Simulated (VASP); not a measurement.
# TiO2 (P4_2/mnm) in VASP: notebook

TiO2 is run at these levels: r2SCAN; tasks: single point.

All numbers are computed with VASP 6.6.1; they aren't measurements. Logs are shortened: lines on timing, memory, paths and dates and some standing lists are left out, and cuts for length are marked.

## (1) The cell of the first run

It takes space group P4_2/mnm (No. 136, tetragonal). Conventional cell: a = 4.504 Å, b = 4.504 Å, c = 2.894 Å, α = 90.00°, β = 90.00°, γ = 90.00°. Ti (site symmetry mmm) has 6 O at 1.92 to 1.93 Å within 2.5 Å. O (site symmetry m2m) has 3 Ti at 1.92 to 1.93 Å and 1 O at 2.51 Å within 2.6 Å.

## (2) Single point, r2SCAN

Input file POSCAR:

```
TiO2
1.0
    4.5037037000      0.0000000000      0.0000000000
    0.0000000000      4.5037037000      0.0000000000
    0.0000000000      0.0000000000      2.8938293900
Ti O
2 4
Direct
    0.0000000000      0.0000000000      0.0000000000
    0.5000000000      0.5000000000      0.5000000000
    0.3026185177      0.3026185177      0.0000000000
    0.1973814823      0.8026185177      0.5000000000
    0.6973814823      0.6973814823      0.0000000000
    0.8026185177      0.1973814823      0.5000000000
```

Input file INCAR.step1:

```
SYSTEM = TiO2
PREC = Accurate ; ENCUT = 520
ISMEAR = -1 ; SIGMA = 0.02
LREAL = .FALSE. ; LASPH = .TRUE.
NELM = 60 ; NBANDS = 33
GGA = PE ; ALGO = Normal
EDIFF = 1E-4 ; LWAVE = .TRUE.
LCHARG = .FALSE.
```

Input file INCAR.step2:

```
SYSTEM = TiO2
PREC = Accurate ; ENCUT = 520
EDIFF = 1E-6 ; ISMEAR = -1
SIGMA = 0.02 ; LREAL = .FALSE.
LASPH = .TRUE. ; NELM = 60
ALGO = Normal ; ISIF = 2
LWAVE = .FALSE. ; LCHARG = .FALSE.
METAGGA = R2SCAN ; LMIXTAU = .TRUE.
NBANDS = 33 ; ISTART = 1
```

Input file KPOINTS:

```
regular mesh
0
G
  6 6 10
  0 0 0
```

Potentials or basis: VASP PAW PBE potentials, release 64 (Ti_sv, O).

Command:

```bash
$ cat potpaw_PBE.64/Ti_sv/POTCAR potpaw_PBE.64/O/POTCAR > POTCAR
$ cp INCAR.step1 INCAR
$ mpirun -np 1 vasp_std > vasp.out
$ cp INCAR.step2 INCAR
$ mpirun -np 1 vasp_std > vasp.out
```

OUTCAR:

```text
SYSTEM = TiO2
   PREC = Accurate
   ENCUT = 520
   EDIFF = 1E-6
   ISMEAR = -1
   LREAL = .FALSE.
   LASPH = .TRUE.
   NELM = 60
   ISIF = 2
   METAGGA = R2SCAN
   ISTART = 1

 ion  position               nearest neighbor table
   1  0.000  0.000  0.000-   4 1.92   6 1.92   4 1.92   6 1.92   5 1.93   3 1.93
   2  0.500  0.500  0.500-   3 1.92   5 1.92   3 1.92   5 1.92   4 1.93   6 1.93
   3  0.303  0.303  0.000-   2 1.92   2 1.92   1 1.93
   4  0.197  0.803  0.500-   1 1.92   1 1.92   2 1.93
   5  0.697  0.697  0.000-   2 1.92   2 1.92   1 1.93
   6  0.803  0.197  0.500-   1 1.92   1 1.92   2 1.93

  LATTYP: Found a simple tetragonal cell.
 ALAT       =     4.5037037000
 C/A-ratio  =     0.6425443552

  Lattice vectors:

 A1 = (   4.5037037000,   0.0000000000,   0.0000000000)
 A2 = (   0.0000000000,   4.5037037000,   0.0000000000)
 A3 = (   0.0000000000,   0.0000000000,   2.8938293900)

Analysis of symmetry for initial positions (statically):
=====================================================================
 Subroutine PRICEL returns:
 Original cell was already a primitive cell.

 Routine SETGRP: Setting up the symmetry group for a
 simple tetragonal supercell.

 Subroutine GETGRP returns: Found 16 space group operations
 (whereof  8 operations were pure point group operations)
 out of a pool of 16 trial point group operations.

The static configuration has the point symmetry D_2h.
 The point group associated with its full space group is D_4h.

Analysis of symmetry for dynamics (positions and initial velocities):
=====================================================================
 Subroutine PRICEL returns:
 Original cell was already a primitive cell.

 Routine SETGRP: Setting up the symmetry group for a
 simple tetragonal supercell.

 Subroutine GETGRP returns: Found 16 space group operations
 (whereof  8 operations were pure point group operations)
 out of a pool of 16 trial point group operations.

The dynamic configuration has the point symmetry D_2h.
 The point group associated with its full space group is D_4h.

 Subroutine INISYM returns: Found 16 space group operations
 (whereof  8 operations are pure point group operations),
 and found     1 'primitive' translations

----------------------------------------------------------------------------------------

                                     Primitive cell

[... 93 lines left out ...]
   LNONCOLLINEAR =      F non collinear calculations
   LSORBIT =      F    spin-orbit coupling
   LASPH  =      T    aspherical Exc in radial PAW
   ENCUT  =  520.0 eV  38.22 Ry    6.18 a.u.   8.37  8.37  5.38*2*pi/ulx,y,z
   NELM   =     60;   NELMIN=  2; NELMDL=  0     # of ELM steps
   EDIFF  = 0.1E-05   stopping-criterion for ELM
   LREAL  =      F    real-space projection
   EDIFFG = 0.1E-04   stopping-criterion for IOM
   NSW    =      0    number of steps for IOM
   IBRION =     -1    ionic relax: 0-MD 1-quasi-New 2-CG
   NFREE  =      0    steps in history (QN), initial steepest desc. (CG)
   ISIF   =      2    stress and relaxation
   ISYM   =      2    0-nonsym 1-usesym 2-fastsym
   POTIM  = 0.5000    time-step for ionic-motion
   TEBEG  =    0.0;   TEEND  =   0.0 temperature during run
   PSTRESS=    0.0 pullay stress
   NELECT =      48.0000    total number of electrons
   NUPDOWN=      -1.0000    fix difference up-down
   EMIN   =  10.00;   EMAX   =-10.00  energy-range for DOS
   EFERMI =   0.00;   METHOD = LEGACY
   ISMEAR =    -1;   SIGMA  =   0.02  broadening in eV -4-tet -1-fermi 0-gaus
   EFERMI_NEDOS =   21; number of points for ismear=-14 and -15
   IALGO  =     38    algorithm
   IMIX   =      4    mixing-type and parameters
     AMIX     =   0.40;   BMIX     =  1.00
     AMIX_MAG =   1.60;   BMIX_MAG =  1.00
  volume/ion in A,a.u.               =       9.78        66.02
  Fermi-wavevector in a.u.,A,eV,Ry     =   1.530915  2.893010 31.887982  2.343701
  Thomas-Fermi vector in A             =   2.638332
   LORBIT       =      0    0 simple, 1 ext, 2 COOP (PROOUT), +10 PAW based schemes
   METAGGA = R2SCAN    functional components
   LHFCALC =     F    Hartree Fock is set to
   AEXX    =    0.0000 exact exchange contribution
   IVDW    =     0    specifies the selected vdW correction
   LEPSILON=     F    determine dielectric tensor
   LRPA    =     F    only Hartree local field effects (RPA)
 non-spin polarized calculation
  energy-cutoff  :      520.00
  volume of cell :       58.70
 maximum number of plane-waves:      1612
 NGX is ok and might be reduce to    36
   NGX = 17   NGY = 17   NGZ = 11

 number of electron      47.9999995 magnetization

 Free energy of the ion-electron system (eV)
  ---------------------------------------------------
  ext. energy  EPLUGINS =         0.00000000
  ---------------------------------------------------
  free energy    TOTEN  =       -69.57198383 eV

  energy without entropy =      -69.57198383  energy(sigma->0) =      -69.57198383

 E-fermi :   5.6926     XC(G=0): -12.5177

 val. band max:        5.2325512089   @ k =   0.0000   0.0000   0.0000
 cond. band min:       7.5468532937   @ k =   0.0000   0.0000   0.0000
 fundamental gap:      2.3143020848
 Fermi energy:         5.6925712621

 k-point     1 :       0.0000    0.0000    0.0000
  band No.  band energies     occupation
      1     -53.7204      2.00000
      2     -53.6953      2.00000
      3     -29.0623      2.00000
      4     -29.0623      2.00000
      5     -28.8323      2.00000
      6     -28.8323      2.00000
[... 853 lines left out ...]
     32      11.3355      0.00000
     33      12.6721      0.00000

 [... further k-points ...]
[... 5 lines left out ...]
  --------------------------------------------------------------------------------------
  -------------------------------------------------------------------------------------
  Total        6.1890704      6.1890704      7.8452519     -0.0000000      0.0000000      0.0000000
  in kB      168.9364872    168.9364872    214.1435165     -0.0000000      0.0000000      0.0000000
  external PRESSURE =     184.0054970 kB  Pullay stress =       0.0000000 kB

 VOLUME and BASIS-vectors are now :
 -----------------------------------------------------------------------------
  energy-cutoff  :      520.00
  volume of cell :       58.70
      direct lattice vectors                 reciprocal lattice vectors
     4.503703700  0.000000000  0.000000000     0.222039474  0.000000000  0.000000000
     0.000000000  4.503703700  0.000000000     0.000000000  0.222039474  0.000000000
     0.000000000  0.000000000  2.893829390     0.000000000  0.000000000  0.345562874

 POSITION                                       TOTAL-FORCE (eV/Angst)
 -----------------------------------------------------------------------------------
      0.00000      0.00000      0.00000         0.000000      0.000000      0.000000
      2.25185      2.25185      1.44691         0.000000      0.000000      0.000000
      1.36290      1.36290      0.00000        -0.021166     -0.021166      0.000000
      0.88895      3.61476      1.44691         0.021166     -0.021166      0.000000
      3.14080      3.14080      0.00000         0.021166      0.021166     -0.000000
      3.61476      0.88895      1.44691        -0.021166      0.021166     -0.000000
 -----------------------------------------------------------------------------------
    total drift:                                0.000000      0.000000     -0.000000

  FREE ENERGIE OF THE ION-ELECTRON SYSTEM (eV)
  ---------------------------------------------------
  free  energy   TOTEN  =       -69.5719838328 eV

  energy  without entropy=      -69.5719838328  energy(sigma->0) =      -69.57198383
```

OSZICAR.step1:

```text
N       E                     dE             d eps       ncg     rms          rms(c)
DAV:   1     0.665559550227E+03    0.66556E+03   -0.24401E+04  3968   0.175E+03
DAV:   2     0.282401838612E+02   -0.63732E+03   -0.58788E+03  4238   0.521E+02
DAV:   3    -0.652588234335E+02   -0.93499E+02   -0.91204E+02  5538   0.191E+02
DAV:   4    -0.700829080701E+02   -0.48241E+01   -0.48128E+01  5614   0.410E+01
DAV:   5    -0.702578535075E+02   -0.17495E+00   -0.17492E+00  5428   0.647E+00    0.338E+01
DAV:   6    -0.533411642752E+02    0.16917E+02   -0.70271E+01  5224   0.909E+01    0.103E+01
DAV:   7    -0.534690713928E+02   -0.12791E+00   -0.11761E+01  4886   0.306E+01    0.998E+00
DAV:   8    -0.533288941388E+02    0.14018E+00   -0.48090E-01  5155   0.655E+00    0.653E+00
DAV:   9    -0.533799818942E+02   -0.51088E-01   -0.65545E-01  5057   0.908E+00    0.250E+00
DAV:  10    -0.533289459504E+02    0.51036E-01   -0.23772E-01  4872   0.575E+00    0.851E-01
DAV:  11    -0.533219589225E+02    0.69870E-02   -0.22405E-02  5400   0.105E+00    0.181E-01
DAV:  12    -0.533218928825E+02    0.66040E-04   -0.14698E-03  4710   0.261E-01    0.958E-02
DAV:  13    -0.533217785386E+02    0.11434E-03   -0.49393E-04  4725   0.299E-01    0.310E-02
DAV:  14    -0.533217684701E+02    0.10068E-04   -0.35625E-05  2510   0.705E-02
   1 F= -.53321768E+02 E0= -.53321768E+02  d E =-.416537E-14
```

Wall time 2.6 min (1 thread of Intel Xeon 6975P-C (Granite Rapids), shared host); peak memory 0.24 GiB.

What came out:

* Free energy: -69.5720 eV
* Pressure: 18.4 GPa
* Largest force: 0.030 eV/Å
* Band gap on the k mesh: 2.31 eV

Forces on the atoms (eV/Å):
```
Ti   0.000  0.000  0.000
Ti   0.000  0.000  0.000
O   -0.021 -0.021  0.000
O    0.021 -0.021  0.000
O    0.021  0.021  0.000
O   -0.021  0.021  0.000
```

Levels at points of the mesh, in eV from the valence-band top:
```tsv
k point	band 22	band 23	band 24	band 25	band 26	band 27
(0.00, 0.00, 0.00)	-0.54	-0.54	0.00	2.31	2.62	2.93
(0.50, 0.00, 0.00)	-1.81	-0.84	-0.84	3.07	3.07	3.69
(0.50, 0.50, 0.00)	-1.43	-1.21	-1.21	2.35	2.35	3.09
(0.00, 0.00, 0.50)	-2.70	-1.54	-1.54	3.61	3.61	3.89
(0.50, 0.00, 0.50)	-2.21	-1.21	-1.21	2.41	2.41	3.91
(0.50, 0.50, 0.50)	-1.49	-0.72	-0.72	3.18	3.18	3.79
```

Caveat: the cell stands under pressure; the PAW data sets were made with another functional, which shifts forces and pressure a little.

## (3) Single point, r2SCAN

This run uses another cell than the first one, of 9.99 Å³/atom.

Input file POSCAR:

```
TiO2
1.0
    4.5354209700      0.0000000000      0.0000000000
    0.0000000000      4.5354209700      0.0000000000
    0.0000000000      0.0000000000      2.9142091400
Ti O
2 4
Direct
    0.0000000000      0.0000000000      0.0000000000
    0.5000000000      0.5000000000      0.5000000000
    0.3032409639      0.3032409639      0.0000000000
    0.1967590361      0.8032409639      0.5000000000
    0.6967590361      0.6967590361      0.0000000000
    0.8032409639      0.1967590361      0.5000000000
```

Input file INCAR.step1:

```
SYSTEM = TiO2
PREC     = Accurate       ! precision mode
ENCUT    = 520            ! plane-wave cutoff, eV
ISMEAR   = -1             ! smearing method
SIGMA    = 0.02           ! smearing width, eV
LREAL    = .False.        ! projectors in reciprocal space
LASPH    = .True.         ! aspherical terms in the spheres
NELM     = 80             ! most SCF steps
NBANDS   = 33             ! bands
GGA      = PE             ! functional
ALGO     = Normal         ! electronic algorithm
EDIFF    = 1E-4           ! SCF threshold, eV
LWAVE    = .True.         ! write WAVECAR
LCHARG   = .False.        ! write CHGCAR
```

Input file INCAR.step2:

```
SYSTEM = TiO2
PREC     = Accurate       ! precision mode
ENCUT    = 520            ! plane-wave cutoff, eV
EDIFF    = 1E-7           ! SCF threshold, eV
ISMEAR   = -1             ! smearing method
SIGMA    = 0.02           ! smearing width, eV
LREAL    = .False.        ! projectors in reciprocal space
LASPH    = .True.         ! aspherical terms in the spheres
NELM     = 80             ! most SCF steps
ALGO     = Normal         ! electronic algorithm
ISIF     = 2              ! what is computed and relaxed
LWAVE    = .False.        ! write WAVECAR
LCHARG   = .False.        ! write CHGCAR
METAGGA  = R2SCAN         ! meta-GGA
LMIXTAU  = .True.       
NBANDS   = 33             ! bands
ISTART   = 1
```

Input file KPOINTS:

```
Automatic mesh
0
Gamma
  6 6 10
  0 0 0
```

Potentials or basis: VASP PAW PBE potentials, release 64 (Ti_sv, O).

Command:

```bash
$ cat potpaw_PBE.64/Ti_sv/POTCAR potpaw_PBE.64/O/POTCAR > POTCAR
$ cp INCAR.step1 INCAR
$ mpirun -np 1 vasp_std > vasp.out
$ cp INCAR.step2 INCAR
$ mpirun -np 1 vasp_std > vasp.out
```

OUTCAR:

```text
SYSTEM = TiO2
   PREC = Accurate
   ENCUT = 520
   EDIFF = 1E-7
   ISMEAR = -1
   LREAL = .False.
   LASPH = .True.
   NELM = 80
   ISIF = 2
   METAGGA = R2SCAN
   ISTART = 1

 ion  position               nearest neighbor table
   1  0.000  0.000  0.000-   4 1.93   6 1.93   4 1.93   6 1.93   5 1.95   3 1.95
   2  0.500  0.500  0.500-   3 1.93   5 1.93   3 1.93   5 1.93   4 1.95   6 1.95
   3  0.303  0.303  0.000-   2 1.93   2 1.93   1 1.95
   4  0.197  0.803  0.500-   1 1.93   1 1.93   2 1.95
   5  0.697  0.697  0.000-   2 1.93   2 1.93   1 1.95
   6  0.803  0.197  0.500-   1 1.93   1 1.93   2 1.95
[... 1073 lines left out ...]
  -------------------------------------------------------------------------------------
  Total        4.0850248      4.0850248      5.2915895      0.0000000      0.0000000      0.0000000
  in kB      109.1815756    109.1815756    141.4297593      0.0000000      0.0000000      0.0000000
  external PRESSURE =     119.9309702 kB  Pullay stress =       0.0000000 kB

 VOLUME and BASIS-vectors are now :
 -----------------------------------------------------------------------------
  energy-cutoff  :      520.00
  volume of cell :       59.95
      direct lattice vectors                 reciprocal lattice vectors
     4.535420970  0.000000000  0.000000000     0.220486699  0.000000000  0.000000000
     0.000000000  4.535420970  0.000000000     0.000000000  0.220486699  0.000000000
     0.000000000  0.000000000  2.914209140     0.000000000  0.000000000  0.343146271

 POSITION                                       TOTAL-FORCE (eV/Angst)
 -----------------------------------------------------------------------------------
      0.00000      0.00000      0.00000         0.000000      0.000000     -0.000000
      2.26771      2.26771      1.45710         0.000000      0.000000     -0.000000
      1.37533      1.37533      0.00000        -0.021535     -0.021535      0.000000
      0.89239      3.64304      1.45710         0.021535     -0.021535      0.000000
      3.16010      3.16010      0.00000         0.021535      0.021535     -0.000000
      3.64304      0.89239      1.45710        -0.021535      0.021535     -0.000000
 -----------------------------------------------------------------------------------
    total drift:                                0.000000      0.000000      0.000000

  FREE ENERGIE OF THE ION-ELECTRON SYSTEM (eV)
  ---------------------------------------------------
  free  energy   TOTEN  =       -69.6919389622 eV

  energy  without entropy=      -69.6919389622  energy(sigma->0) =      -69.69193896
```

OUTCAR.step1:

```text
SYSTEM = TiO2
   PREC = Accurate
   ENCUT = 520
   ISMEAR = -1
   LREAL = .False.
   LASPH = .True.
   NELM = 80
[... 1102 lines left out ...]
      0.89239      3.64304      1.45710         0.052788     -0.052788     -0.000000
      3.16010      3.16010      0.00000         0.052788      0.052788     -0.000000
      3.64304      0.89239      1.45710        -0.052788      0.052788     -0.000000
 -----------------------------------------------------------------------------------
    total drift:                                0.000000      0.000000      0.000000

  FREE ENERGIE OF THE ION-ELECTRON SYSTEM (eV)
  ---------------------------------------------------
  free  energy   TOTEN  =       -53.4748281432 eV

  energy  without entropy=      -53.4748281432  energy(sigma->0) =      -53.47482814
```

OSZICAR.step1:

```text
N       E                     dE             d eps       ncg     rms          rms(c)
DAV:   1     0.662342860479E+03    0.66234E+03   -0.24292E+04  3984   0.173E+03
DAV:   2     0.281003776453E+02   -0.63424E+03   -0.58516E+03  4313   0.521E+02
DAV:   3    -0.654330670671E+02   -0.93533E+02   -0.91319E+02  5374   0.191E+02
DAV:   4    -0.704046065341E+02   -0.49715E+01   -0.49608E+01  5852   0.414E+01
DAV:   5    -0.705922874783E+02   -0.18768E+00   -0.18766E+00  5247   0.652E+00    0.329E+01
DAV:   6    -0.535872448477E+02    0.17005E+02   -0.71449E+01  5188   0.902E+01    0.105E+01
DAV:   7    -0.536619526370E+02   -0.74708E-01   -0.12253E+01  4922   0.313E+01    0.973E+00
DAV:   8    -0.535334812988E+02    0.12847E+00   -0.44249E-01  4947   0.570E+00    0.714E+00
DAV:   9    -0.535594851432E+02   -0.26004E-01   -0.87446E-01  5043   0.111E+01    0.273E+00
DAV:  10    -0.534837696377E+02    0.75716E-01   -0.36851E-01  4902   0.651E+00    0.931E-01
DAV:  11    -0.534755200984E+02    0.82495E-02   -0.24949E-02  5307   0.114E+00    0.370E-01
DAV:  12    -0.534750604712E+02    0.45963E-03   -0.39420E-03  4572   0.548E-01    0.112E-01
DAV:  13    -0.534748249931E+02    0.23548E-03   -0.67813E-04  5096   0.312E-01    0.236E-02
DAV:  14    -0.534748281432E+02   -0.31501E-05   -0.40660E-05  2488   0.586E-02
   1 F= -.53474828E+02 E0= -.53474828E+02  d E =-.208227E-10
```

It took 2.5 min on 1 thread of Intel Xeon 6975P-C (Granite Rapids), shared host; peak memory 0.23 GiB.

Results:

| Property | Result |
| --- | --- |
| Free energy | -69.6919 eV |
| Pressure | 12.0 GPa |
| Largest force | 0.030 eV/Å |
| Band gap on the k mesh | 2.28 eV |

Forces on the atoms (eV/Å):
```
Ti   0.000  0.000  0.000
Ti   0.000  0.000  0.000
O   -0.022 -0.022  0.000
O    0.022 -0.022  0.000
O    0.022  0.022  0.000
O   -0.022  0.022  0.000
```

Stress tensor (GPa, compression positive):
```
10.92  0.00  0.00
 0.00 10.92  0.00
 0.00  0.00 14.14
```

Caveat: the cell stands under pressure; the PAW data sets were made with another functional, which shifts forces and pressure a little.

(Continued in part 2 of 2.)
